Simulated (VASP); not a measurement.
# TaN (l.f) (Fm-3m) in VASP: further runs, part 2 of 2

VASP 6.6.1. Earlier steps stand in the parts before.

## (3) Relaxation of cell and atoms, LDA

File INCAR:

```
SYSTEM = TaN
ALGO = Normal
EDIFF = 1E-7
EDIFFG = -0.002
ENCUT = 600
GGA = CA
GGA_COMPAT = .FALSE.
IBRION = 2
ISIF = 3
ISMEAR = 0
LASPH = .TRUE.
LCHARG = .FALSE.
LREAL = .FALSE.
LWAVE = .FALSE.
NELM = 120
NELMIN = 4
NSW = 100
PREC = Accurate
SIGMA = 0.1
```

File KPOINTS:

```
k-points
0
G
  16 16 16
  0 0 0
```

File POSCAR:

```
TaN
1.0
    0.0000000000      2.1747615134      2.1747615134
    2.1747615134      0.0000000000      2.1747615134
    2.1747615134      2.1747615134      0.0000000000
Ta N
1 1
Direct
    0.0000000000      0.0000000000      0.0000000000
    0.5000000000      0.5000000000      0.5000000000
```

Potentials or basis: VASP PAW LDA potentials, release 64 (Ta_pv, N).

Started as:

```console
$ cat potpaw_LDA.64/Ta_pv/POTCAR potpaw_LDA.64/N/POTCAR > POTCAR
$ mpirun -np 1 vasp_std > vasp.out
```

OUTCAR:

```text
SYSTEM = TaN
   EDIFF = 1E-7
   EDIFFG = -0.002
   ENCUT = 600
   GGA = CA
   IBRION = 2
   ISIF = 3
   ISMEAR = 0
   LASPH = .TRUE.
   LREAL = .FALSE.
   NELM = 120
   NELMIN = 4
   NSW = 100
   PREC = Accurate

 ion  position               nearest neighbor table
   1  0.000  0.000  0.000-   2 2.17   2 2.17   2 2.17   2 2.17   2 2.17   2 2.17
   2  0.500  0.500  0.500-   1 2.17   1 2.17   1 2.17   1 2.17   1 2.17   1 2.17

  LATTYP: Found a face centered cubic cell.
 ALAT       =     4.3495230268

  Lattice vectors:

 A1 = (   0.0000000000,   2.1747615134,   2.1747615134)
 A2 = (   2.1747615134,   0.0000000000,   2.1747615134)
 A3 = (   2.1747615134,   2.1747615134,   0.0000000000)

Analysis of symmetry for initial positions (statically):
=====================================================================
 Subroutine PRICEL returns:
 Original cell was already a primitive cell.

 Routine SETGRP: Setting up the symmetry group for a
 face centered cubic supercell.

 Subroutine GETGRP returns: Found 48 space group operations
 (whereof 48 operations were pure point group operations)
 out of a pool of 48 trial point group operations.

The static configuration has the point symmetry O_h .

Analysis of symmetry for dynamics (positions and initial velocities):
=====================================================================
 Subroutine PRICEL returns:
 Original cell was already a primitive cell.

 Routine SETGRP: Setting up the symmetry group for a
 face centered cubic supercell.

 Subroutine GETGRP returns: Found 48 space group operations
 (whereof 48 operations were pure point group operations)
 out of a pool of 48 trial point group operations.

The dynamic configuration has the point symmetry O_h .

 Subroutine INISYM returns: Found 48 space group operations
 (whereof 48 operations are pure point group operations),
 and found     1 'primitive' translations

----------------------------------------------------------------------------------------

[... 135 lines left out ...]

 Free energy of the ion-electron system (eV)
  ---------------------------------------------------
  ext. energy  EPLUGINS =         0.00000000
  ---------------------------------------------------
  free energy    TOTEN  =       -24.14838547 eV

  energy without entropy =      -24.14287065  energy(sigma->0) =      -24.14562806

------------------------ aborting loop because EDIFF is reached ----------------------------------------

  FORCE on cell =-STRESS in cart. coord.  units (eV):
  Direction    XX          YY          ZZ          XY          YZ          ZX
  --------------------------------------------------------------------------------------
  -------------------------------------------------------------------------------------
  Total        0.2222343      0.2222343      0.2222343      0.0000000      0.0000000     -0.0000000
  in kB       17.3083958     17.3083958     17.3083958      0.0000000      0.0000000     -0.0000000
  external PRESSURE =      17.3083958 kB  Pullay stress =       0.0000000 kB
[... 59 lines left out ...]
--------------------------------------- Ionic step        3  -------------------------------------------

 number of electron      16.0000001 magnetization

 Free energy of the ion-electron system (eV)
  ---------------------------------------------------
  ext. energy  EPLUGINS =         0.00000000
  ---------------------------------------------------
  free energy    TOTEN  =       -24.14889493 eV

  energy without entropy =      -24.14335409  energy(sigma->0) =      -24.14612451

 E-fermi :   9.7196     XC(G=0): -13.8166

 val. band max:        9.7079352510   @ k =  -0.3125   0.3750   0.1875
 cond. band min:       9.7263967327   @ k =  -0.3125   0.3125   0.1250
 fundamental gap:      0.0184614817
 Fermi energy:         9.7196234099

 k-point     1 :       0.0000    0.0000    0.0000
  band No.  band energies     occupation
      1     -25.7766      2.00000
      2     -25.7766      2.00000
      3     -25.7766      2.00000
      4      -9.1135      2.00000
      5       5.8789      2.00000
      6       5.8789      2.00000
      7       5.8789      2.00000
      8       7.5158      2.00000
      9       7.5158      2.00000
     10       7.5158      2.00000
     11       9.7323      0.85781
     12       9.7323      0.85780
[... 331 lines left out ...]
 k-point    24 :      -0.0625    0.0625    0.0000
  band No.  band energies     occupation
      1     -25.8725      2.00000
      2     -25.8018      2.00000
      3     -25.7788      2.00000
      4      -8.8452      2.00000
      5       4.6444      2.00000
      6       4.9340      2.00000
      7       5.2982      2.00000
      8       7.6963      2.00000
      9       7.9438      2.00000
     10       8.2554      2.00000
     11      10.2054      0.00000
     12      11.0836      0.00000

 [... further k-points ...]

------------------------ aborting loop because EDIFF is reached ----------------------------------------

  FORCE on cell =-STRESS in cart. coord.  units (eV):
  Direction    XX          YY          ZZ          XY          YZ          ZX
  --------------------------------------------------------------------------------------
  -------------------------------------------------------------------------------------
  Total       -0.0004770     -0.0004770     -0.0004770      0.0000000      0.0000000      0.0000000
  in kB       -0.0369816     -0.0369816     -0.0369816      0.0000000      0.0000000      0.0000000
  external PRESSURE =      -0.0369816 kB  Pullay stress =       0.0000000 kB
[... 17 lines left out ...]
  FREE ENERGIE OF THE ION-ELECTRON SYSTEM (eV)
  ---------------------------------------------------
  free  energy   TOTEN  =       -24.1488949288 eV

  energy  without entropy=      -24.1433540889  energy(sigma->0) =      -24.14612451

 reached required accuracy - stopping structural energy minimisation
```

OSZICAR:

```text
N       E                     dE             d eps       ncg     rms          rms(c)
DAV:   1     0.101637430254E+03    0.10164E+03   -0.97962E+03  3488   0.154E+03
DAV:   2    -0.230373746009E+02   -0.12467E+03   -0.11916E+03  4252   0.357E+02
[... 22 lines left out ...]
DAV:   1    -0.241579016803E+02   -0.12149E-01   -0.31144E-01  3496   0.746E+00    0.108E+00
DAV:   2    -0.241507863420E+02    0.71153E-02   -0.96137E-03  3720   0.114E+00    0.437E-01
DAV:   3    -0.241488835218E+02    0.19028E-02   -0.55700E-03  3984   0.880E-01    0.774E-02
DAV:   4    -0.241488910162E+02   -0.74944E-05   -0.55623E-05  4180   0.857E-02    0.441E-02
DAV:   5    -0.241488946919E+02   -0.36757E-05   -0.14947E-05  4364   0.384E-02    0.652E-03
DAV:   6    -0.241488949339E+02   -0.24194E-06   -0.59539E-07  4236   0.807E-03    0.283E-03
DAV:   7    -0.241488949288E+02    0.50416E-08   -0.10378E-07  2148   0.269E-03
   3 F= -.24148895E+02 E0= -.24146125E+02  d E =-.509461E-03
```

CONTCAR:

```text
TaN
   1.00000000000000
     0.0000000000000000    2.1781078044336422    2.1781078044336422
     2.1781078044336422   -0.0000000000000000    2.1781078044336422
     2.1781078044336422    2.1781078044336422   -0.0000000000000000
  Ta              N
     1     1
Direct
     0.0000000000000000    0.0000000000000000    0.0000000000000000
     0.5000000000000000    0.5000000000000000    0.5000000000000000

  0.00000000E+00  0.00000000E+00  0.00000000E+00
  0.00000000E+00  0.00000000E+00  0.00000000E+00
```

Wall time 43 s (1 thread of Intel Xeon 6975P-C (Granite Rapids), shared host); peak memory 0.19 GiB.

What came out:

```yaml
Free_energy: -24.1489 eV
Relaxed_volume: 10.33 Å³/atom
Relaxed_cell: a = 3.080 Å, b = 3.080 Å, c = 3.080 Å, α = 60.00°, β = 60.00°, γ = 60.00°
Space_group_after_relaxing_to_0.05_Å: Fm-3m (No. 225)
Energy_gained_by_relaxing: 0.3 meV/atom
Ionic_steps: 3
Pressure_after_relaxing: 0.0 GPa
Band_gap_on_the_k_mesh: zero (band 8 reaches 11.70 eV, above the bottom of band 9 at 7.52 eV)
```

The path:
```tsv
step	energy change (eV)	largest force (eV/Å)	pressure (GPa)	volume (Å³)
1	0.0000	0.0000	1.73	20.57
2	0.0026	0.0000	-4.20	20.90
3	-0.0005	0.0000	0.00	20.67
```

Final structure:
```
CELL_PARAMETERS angstrom
0.00000 2.17811 2.17811
2.17811 0.00000 2.17811
2.17811 2.17811 0.00000
ATOMIC_POSITIONS crystal
Ta 0.00000 0.00000 0.00000
N 0.50000 0.50000 0.50000
```

Caveat: spin-orbit coupling is left out, which moves the levels of the heavy elements.
